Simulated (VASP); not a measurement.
# Ti (Fmmm) in VASP: further runs

The runs below take Ti through single point, with r2SCAN.

Everything below comes from runs of VASP 6.6.1. Logs are shortened: lines on timing, memory, paths and dates and some standing lists are left out, and cuts for length are marked.

## 1. The cell of the first run

It takes space group Fmmm (No. 69, orthorhombic). Conventional cell: a = 4.030 Å, b = 4.060 Å, c = 4.090 Å, α = 90.00°, β = 90.00°, γ = 90.00°. Within 3.8 Å of Ti (site symmetry mmm) lie 12 Ti at 2.86 to 2.88 Å.

## 2. Single point, r2SCAN (strain +0.0075 x Voigt [1, -1, 0, 0, 0, 0])

Input file POSCAR:

```
Ti
1.0
    0.0000000000      2.0147750000      2.0300000000
    2.0452250000      0.0000000000      2.0300000000
    2.0452250000      2.0147750000      0.0000000000
Ti
1
Direct
    0.0000000000      0.0000000000      0.0000000000
```

Input file INCAR.step1:

```
SYSTEM = Ti
  PREC = Accurate
  ENCUT = 520
  ISMEAR = 0
  SIGMA = 0.15
  LREAL = .False.
  LASPH = .True.
  NELM = 60
  NBANDS = 12
  GGA = PE
  ALGO = Normal
  EDIFF = 1E-4
  LWAVE = .True.
  LCHARG = .False.
```

Input file INCAR.step2:

```
SYSTEM = Ti
  PREC = Accurate
  ENCUT = 520
  EDIFF = 1E-6
  ISMEAR = 0
  SIGMA = 0.15
  LREAL = .False.
  LASPH = .True.
  NELM = 60
  ALGO = Normal
  ISIF = 2
  LWAVE = .False.
  LCHARG = .True.
  METAGGA = R2SCAN
  LMIXTAU = .True.
  LELF = .True.
  LVHAR = .True.
  NBANDS = 12
  ISTART = 1
```

Input file KPOINTS:

```
Automatic mesh
0
Gamma
  20 20 20
  0 0 0
```

Potentials or basis: VASP PAW PBE potentials, release 64 (Ti_sv).

On the command line:

```sh
> cat potpaw_PBE.64/Ti_sv/POTCAR > POTCAR
> cp INCAR.step1 INCAR
> mpirun -np 1 vasp_std > vasp.out
> cp INCAR.step2 INCAR
> mpirun -np 1 vasp_std > vasp.out
```

OUTCAR:

```text
SYSTEM = Ti
   PREC = Accurate
   ENCUT = 520
   EDIFF = 1E-6
   ISMEAR = 0
   LREAL = .False.
   LASPH = .True.
   NELM = 60
   ISIF = 2
   METAGGA = R2SCAN
   ISTART = 1

 ion  position               nearest neighbor table
   1  0.000  0.000  0.000-

  LATTYP: Found a face centered orthorhombic cell.
 ALAT       =     4.0295500000
 B/A-ratio  =     1.0075566751
 C/A-ratio  =     1.0151133501

  Lattice vectors:

 A1 = (  -2.0452250000,   0.0000000000,  -2.0300000000)
 A2 = (  -2.0452250000,   2.0147750000,   0.0000000000)
 A3 = (   0.0000000000,   2.0147750000,  -2.0300000000)

Analysis of symmetry for initial positions (statically):
=====================================================================
 Subroutine PRICEL returns:
 Original cell was already a primitive cell.

 Routine SETGRP: Setting up the symmetry group for a
 face centered orthorhombic supercell.

 Subroutine GETGRP returns: Found  8 space group operations
 (whereof  8 operations were pure point group operations)
 out of a pool of  8 trial point group operations.

The static configuration has the point symmetry D_2h.

Analysis of symmetry for dynamics (positions and initial velocities):
=====================================================================
 Subroutine PRICEL returns:
 Original cell was already a primitive cell.

 Routine SETGRP: Setting up the symmetry group for a
 face centered orthorhombic supercell.

 Subroutine GETGRP returns: Found  8 space group operations
 (whereof  8 operations were pure point group operations)
 out of a pool of  8 trial point group operations.

The dynamic configuration has the point symmetry D_2h.

 Subroutine INISYM returns: Found  8 space group operations
 (whereof  8 operations are pure point group operations),
 and found     1 'primitive' translations

----------------------------------------------------------------------------------------

                                     Primitive cell

  volume of cell :      16.7299

  direct lattice vectors                    reciprocal lattice vectors
     0.000000000  2.014775000  2.030000000    -0.244471880  0.248166669  0.246305419
     2.045225000  0.000000000  2.030000000     0.244471880 -0.248166669  0.246305419
     2.045225000  2.014775000  0.000000000     0.244471880  0.248166669 -0.246305419

  length of vectors
     2.860108092  2.881639343  2.870934273     0.426637498  0.426637498  0.426637498

  position of ions in fractional coordinates (direct lattice)
     0.000000000  0.000000000  0.000000000

  ion indices of the primitive-cell ions
   primitive index   ion index
                 1           1

----------------------------------------------------------------------------------------

 KPOINTS: Automatic mesh

Automatic generation of k-mesh.
 Grid dimensions read from file:
 generate k-points for:   20   20   20

 Generating k-lattice:

  Cartesian coordinates                     Fractional coordinates (reciprocal lattice)
    -0.012223594  0.012408333  0.012315271     0.050000000  0.000000000  0.000000000
     0.012223594 -0.012408333  0.012315271    -0.000000000  0.050000000 -0.000000000
     0.012223594  0.012408333 -0.012315271     0.000000000  0.000000000  0.050000000

  Length of vectors
     0.021331875  0.021331875  0.021331875

  Shift w.r.t. Gamma in fractional coordinates (k-lattice)
     0.000000000  0.000000000  0.000000000

 Subroutine IBZKPT returns following result:
 ===========================================

 Found   1166 irreducible k-points:

 Following reciprocal coordinates:
            Coordinates               Weight
  0.000000  0.000000  0.000000      1.000000
  0.050000  0.000000 -0.000000      8.000000
  0.100000  0.000000  0.000000      8.000000
  0.150000  0.000000 -0.000000      8.000000
  0.200000  0.000000  0.000000      8.000000
  0.250000  0.000000  0.000000      8.000000
[... 16 lines left out ...]
 -0.400000  0.050000  0.000000      8.000000
 -0.350000  0.050000  0.000000      8.000000
 [... further k-points ...]
   k-points           NKPTS =   1166   k-points in BZ     NKDIM =   1166   number of bands    NBANDS=     12
   number of dos      NEDOS =    301   number of ions     NIONS =      1
   total plane-waves  NPLWV =  13824
   dimension x,y,z NGX =    24 NGY =   24 NGZ =   24
   dimension x,y,z NGXF=    48 NGYF=   48 NGZF=   48
   ions per type =               1
   NGX,Y,Z   is equivalent  to a cutoff of  13.95, 13.85, 13.90 a.u.
   NGXF,Y,Z  is equivalent  to a cutoff of  27.90, 27.69, 27.80 a.u.
 SYSTEM =  Ti
   PREC   = accura    normal or accurate (medium, high low for compatibility)
   ISTART =      1    job   : 0-new  1-cont  2-samecut
   ICHARG =      0    charge: 1-file 2-atom 10-const
   ISPIN  =      1    spin polarized calculation?
   LNONCOLLINEAR =      F non collinear calculations
   LSORBIT =      F    spin-orbit coupling
   LASPH  =      T    aspherical Exc in radial PAW
   ENCUT  =  520.0 eV  38.22 Ry    6.18 a.u.   5.32  5.36  5.34*2*pi/ulx,y,z
   NELM   =     60;   NELMIN=  2; NELMDL=  0     # of ELM steps
   EDIFF  = 0.1E-05   stopping-criterion for ELM
   LREAL  =      F    real-space projection
   EDIFFG = 0.1E-04   stopping-criterion for IOM
   NSW    =      0    number of steps for IOM
   IBRION =     -1    ionic relax: 0-MD 1-quasi-New 2-CG
   NFREE  =      0    steps in history (QN), initial steepest desc. (CG)
   ISIF   =      2    stress and relaxation
   ISYM   =      2    0-nonsym 1-usesym 2-fastsym
   POTIM  = 0.5000    time-step for ionic-motion
   TEBEG  =    0.0;   TEEND  =   0.0 temperature during run
   PSTRESS=    0.0 pullay stress
   NELECT =      12.0000    total number of electrons
   NUPDOWN=      -1.0000    fix difference up-down
   EMIN   =  10.00;   EMAX   =-10.00  energy-range for DOS
   EFERMI =   0.00;   METHOD = LEGACY
   ISMEAR =     0;   SIGMA  =   0.15  broadening in eV -4-tet -1-fermi 0-gaus
   EFERMI_NEDOS =   21; number of points for ismear=-14 and -15
   IALGO  =     38    algorithm
   IMIX   =      4    mixing-type and parameters
     AMIX     =   0.40;   BMIX     =  1.00
     AMIX_MAG =   1.60;   BMIX_MAG =  1.00
  volume/ion in A,a.u.               =      16.73       112.90
  Fermi-wavevector in a.u.,A,eV,Ry     =   1.465449  2.769297 29.219063  2.147541
  Thomas-Fermi vector in A             =   2.581304
   LORBIT       =      0    0 simple, 1 ext, 2 COOP (PROOUT), +10 PAW based schemes
   METAGGA = R2SCAN    functional components
   LHFCALC =     F    Hartree Fock is set to
   AEXX    =    0.0000 exact exchange contribution
   IVDW    =     0    specifies the selected vdW correction
   LEPSILON=     F    determine dielectric tensor
   LRPA    =     F    only Hartree local field effects (RPA)
 non-spin polarized calculation
 Gauss-broadening in eV      SIGMA  =   0.15
  energy-cutoff  :      520.00
  volume of cell :       16.73
 maximum number of plane-waves:       464
 NGX is ok and might be reduce to    24
   NGX = 11   NGY = 11   NGZ = 11

 number of electron      12.0000002 magnetization

 Free energy of the ion-electron system (eV)
  ---------------------------------------------------
  ext. energy  EPLUGINS =         0.00000000
  ---------------------------------------------------
  free energy    TOTEN  =       -12.87760628 eV

  energy without entropy =      -12.86055421  energy(sigma->0) =      -12.86908024

 E-fermi :   8.6421     XC(G=0): -12.6049

 val. band max:        8.6406566691   @ k =   0.5000   0.0000   0.1000
 cond. band min:       8.6428927815   @ k =  -0.2500  -0.0000   0.0500
 fundamental gap:      0.0022361123
 Fermi energy:         8.6420653390

 k-point     1 :       0.0000    0.0000    0.0000
  band No.  band energies     occupation
      1     -50.3325      2.00000
      2     -25.0909      2.00000
      3     -25.0904      2.00000
      4     -25.0900      2.00000
      5       2.0878      2.00000
      6       9.6086      0.00000
      7       9.6702      0.00000
      8       9.7299      0.00000
      9      11.4979      0.00000
     10      11.6206      0.00000
     11      24.6276      0.00000
     12      29.5058      0.00000

 k-point     2 :       0.0500    0.0000   -0.0000
  band No.  band energies     occupation
      1     -50.3288      2.00000
      2     -25.1105      2.00000
      3     -25.0933      2.00000
      4     -25.0924      2.00000
      5       2.1752      2.00000
      6       9.5885      0.00000
      7       9.6798      0.00000
      8       9.7461      0.00000
      9      11.4769      0.00000
     10      11.5970      0.00000
     11      24.7079      0.00000
     12      28.9314      0.00000

 k-point     3 :       0.1000    0.0000    0.0000
  band No.  band energies     occupation
      1     -50.3183      2.00000
      2     -25.1685      2.00000
      3     -25.1009      2.00000
      4     -25.0990      2.00000
      5       2.4322      2.00000
      6       9.4421      0.00000
      7       9.7557      0.00000
      8       9.8272      0.00000
      9      11.4266      0.00000
     10      11.5382      0.00000
     11      24.8855      0.00000
     12      27.5338      0.00000
[... 286 lines left out ...]
 k-point    23 :      -0.4000    0.0500    0.0000
  band No.  band energies     occupation
      1     -50.1911      2.00000
      2     -25.8217      2.00000
      3     -25.2032      2.00000
      4     -25.1788      2.00000
      5       5.7405      2.00000
      6       8.8155      0.10197
      7       9.5765      0.00000
      8       9.7266      0.00000
      9      12.3472      0.00000
     10      12.6934      0.00000
     11      18.4068      0.00000
     12      24.1679      0.00000

 k-point    24 :      -0.3500    0.0500    0.0000
  band No.  band energies     occupation
      1     -50.2059      2.00000
      2     -25.7479      2.00000
      3     -25.1952      2.00000
      4     -25.1670      2.00000
      5       5.4158      2.00000
      6       8.6178      1.18120
      7       9.6579      0.00000
      8       9.8171      0.00000
      9      12.0538      0.00000
     10      12.4731      0.00000
     11      19.4403      0.00000
     12      24.5019      0.00000

 [... further k-points ...]

------------------------ aborting loop because EDIFF is reached ----------------------------------------

  FORCE on cell =-STRESS in cart. coord.  units (eV):
  Direction    XX          YY          ZZ          XY          YZ          ZX
  --------------------------------------------------------------------------------------
  -------------------------------------------------------------------------------------
  Total        0.4795303      0.5334761      0.5056329      0.0000000      0.0000000      0.0000000
  in kB       45.9232857     51.0895248     48.4230590      0.0000000      0.0000000      0.0000000
  external PRESSURE =      48.4786231 kB  Pullay stress =       0.0000000 kB

 VOLUME and BASIS-vectors are now :
 -----------------------------------------------------------------------------
  energy-cutoff  :      520.00
  volume of cell :       16.73
      direct lattice vectors                 reciprocal lattice vectors
     0.000000000  2.014775000  2.030000000    -0.244471880  0.248166669  0.246305419
     2.045225000  0.000000000  2.030000000     0.244471880 -0.248166669  0.246305419
     2.045225000  2.014775000  0.000000000     0.244471880  0.248166669 -0.246305419

 POSITION                                       TOTAL-FORCE (eV/Angst)
 -----------------------------------------------------------------------------------
      0.00000      0.00000      0.00000         0.000000      0.000000      0.000000
 -----------------------------------------------------------------------------------
    total drift:                                0.000000      0.000000     -0.000000

  FREE ENERGIE OF THE ION-ELECTRON SYSTEM (eV)
  ---------------------------------------------------
  free  energy   TOTEN  =       -12.8776062783 eV

  energy  without entropy=      -12.8605542091  energy(sigma->0) =      -12.86908024
```

Run time: 9.1 min. Hardware: 1 thread of Intel Xeon 8259CL, shared host; peak memory 0.34 GiB.

Results:

* Free energy: -12.8776 eV
* Pressure: 4.8 GPa
* Band gap on the k mesh: zero (bands 6 and 7 overlap by 1.46 eV)

Caveat: the cell differs from its parent crystal (strain +0.0075 x Voigt [1, -1, 0, 0, 0, 0]); the cell stands under pressure; the PAW data sets were made with another functional, which shifts forces and pressure a little.

## 3. Single point, r2SCAN (strain +0.0025 x Voigt [1, -1, 0, 0, 0, 0])

Input file POSCAR:

```
Ti
1.0
    0.0000000000      2.0249250000      2.0300000000
    2.0350750000      0.0000000000      2.0300000000
    2.0350750000      2.0249250000      0.0000000000
Ti
1
Direct
    0.0000000000      0.0000000000      0.0000000000
```

Input file INCAR.step1:

```
SYSTEM = Ti
PREC = Accurate
ENCUT = 520
ISMEAR = 0
SIGMA = 0.15
LREAL = .False.
LASPH = .True.
NELM = 80
NBANDS = 12
GGA = PE
ALGO = Normal
EDIFF = 1E-4
LWAVE = .True.
LCHARG = .False.
```

Input file INCAR.step2:

```
SYSTEM = Ti
PREC = Accurate
ENCUT = 520
EDIFF = 1E-6
ISMEAR = 0
SIGMA = 0.15
LREAL = .False.
LASPH = .True.
NELM = 80
ALGO = Normal
ISIF = 2
LWAVE = .False.
LCHARG = .False.
METAGGA = R2SCAN
LMIXTAU = .True.
NBANDS = 12
ISTART = 1
```

Input file KPOINTS:

```
regular mesh
0
Gamma
  20 20 20
  0 0 0
```

Potentials or basis: VASP PAW PBE potentials, release 64 (Ti_sv).

On the command line:

```sh
> cat potpaw_PBE.64/Ti_sv/POTCAR > POTCAR
> cp INCAR.step1 INCAR
> mpirun -np 1 vasp_std > vasp.out
> cp INCAR.step2 INCAR
> mpirun -np 1 vasp_std > vasp.out
```

OUTCAR:

```text
SYSTEM = Ti
   PREC = Accurate
   ENCUT = 520
   EDIFF = 1E-6
   ISMEAR = 0
   LREAL = .False.
   LASPH = .True.
   NELM = 80
   ISIF = 2
   METAGGA = R2SCAN
   ISTART = 1

 ion  position               nearest neighbor table
   1  0.000  0.000  0.000-

  LATTYP: Found a face centered orthorhombic cell.
 ALAT       =     4.0498500000
 B/A-ratio  =     1.0025062657
 C/A-ratio  =     1.0050125313

  Lattice vectors:

 A1 = (  -2.0350750000,   0.0000000000,  -2.0300000000)
 A2 = (  -2.0350750000,   2.0249250000,   0.0000000000)
[... 541 lines left out ...]

 [... further k-points ...]

------------------------ aborting loop because EDIFF is reached ----------------------------------------

  FORCE on cell =-STRESS in cart. coord.  units (eV):
  Direction    XX          YY          ZZ          XY          YZ          ZX
  --------------------------------------------------------------------------------------
  -------------------------------------------------------------------------------------
  Total        0.4937822      0.5120014      0.5027840      0.0000000      0.0000000      0.0000000
  in kB       47.2857863     49.0304996     48.1478205      0.0000000      0.0000000      0.0000000
  external PRESSURE =      48.1547021 kB  Pullay stress =       0.0000000 kB

 VOLUME and BASIS-vectors are now :
 -----------------------------------------------------------------------------
  energy-cutoff  :      520.00
  volume of cell :       16.73
      direct lattice vectors                 reciprocal lattice vectors
     0.000000000  2.024925000  2.030000000    -0.245691191  0.246922726  0.246305419
     2.035075000  0.000000000  2.030000000     0.245691191 -0.246922726  0.246305419
     2.035075000  2.024925000  0.000000000     0.245691191  0.246922726 -0.246305419

 POSITION                                       TOTAL-FORCE (eV/Angst)
 -----------------------------------------------------------------------------------
      0.00000      0.00000      0.00000         0.000000     -0.000000      0.000000
 -----------------------------------------------------------------------------------
    total drift:                               -0.000000      0.000000      0.000000

  FREE ENERGIE OF THE ION-ELECTRON SYSTEM (eV)
  ---------------------------------------------------
  free  energy   TOTEN  =       -12.8778131001 eV

  energy  without entropy=      -12.8608309460  energy(sigma->0) =      -12.86932202
```

Wall time 9.6 min (1 thread of Intel Xeon 8259CL, shared host); peak memory 0.34 GiB.

Results:

```
Free energy            : -12.8778 eV
Pressure               : 4.8 GPa
Band gap on the k mesh : zero (bands 6 and 7 overlap by 1.45 eV)
```

Levels at points of the mesh, in eV from the Fermi level:
```csv
k point,band 4,band 5,band 6,band 7,band 8,band 9
"(0.00, 0.00, 0.00)",-33.73,-6.55,1.01,1.03,1.05,2.90
"(0.50, 0.00, 0.00)",-33.83,-2.80,0.55,0.92,0.96,4.00
"(0.50, 0.50, 0.00)",-34.00,-2.79,-1.88,2.99,4.06,4.24
"(0.50, 0.00, 0.50)",-34.01,-2.79,-1.89,3.04,4.06,4.25
"(0.00, 0.50, 0.50)",-34.00,-2.79,-1.88,2.94,4.06,4.25
```

Caveat: the cell differs from its parent crystal (strain +0.0025 x Voigt [1, -1, 0, 0, 0, 0]); the cell stands under pressure; the PAW data sets were made with another functional, which shifts forces and pressure a little.
